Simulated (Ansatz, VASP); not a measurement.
Cd4SeS3: VASP beside Ansatz

```
CELL_PARAMETERS angstrom
5.86965 0.00000 0.00000
0.00000 5.86965 0.00000
0.00000 0.00000 5.86965
ATOMIC_POSITIONS crystal
Cd 0.24379 0.75621 0.24379
Cd 0.24379 0.24379 0.75621
Cd 0.75621 0.75621 0.75621
Cd 0.75621 0.24379 0.24379
Se 0.50000 0.50000 0.50000
S 0.50000 0.00000 0.00000
S 0.00000 0.00000 0.50000
S 0.00000 0.50000 0.00000
```

Alike in both runs: functional PBE; k mesh 6 × 6 × 6; occupations gaussian, width 0.02 eV; no spin polarisation.

Ansatz relaxed the structure, and its values are those at the end. VASP's run is a single point on that final structure, the one shown.

|  | VASP | Ansatz |
| --- | --- | --- |
| version | VASP 6.6.1 | Ansatz 0.2.0 |
| potentials or method | VASP PAW PBE potentials, release 64 (Cd, Se, S), cutoff 520 eV | scalar-relativistic, plane waves, PAW |
| valence electrons in the cell | 72 | 114 |

```csv
,VASP,Ansatz,Ansatz less VASP
gap on the k mesh at the Fermi level (eV),1.01,1.00,-0.003
least direct gap on the mesh (eV),1.01,1.00,-0.003
pressure (GPa),4.1,3.7,-0.37
```

VASP's potentials hold 72 valence electrons a cell and Ansatz's 114, so a difference there can come from the potentials and not from the codes. Ansatz's warnings: stress scf threshold loose.
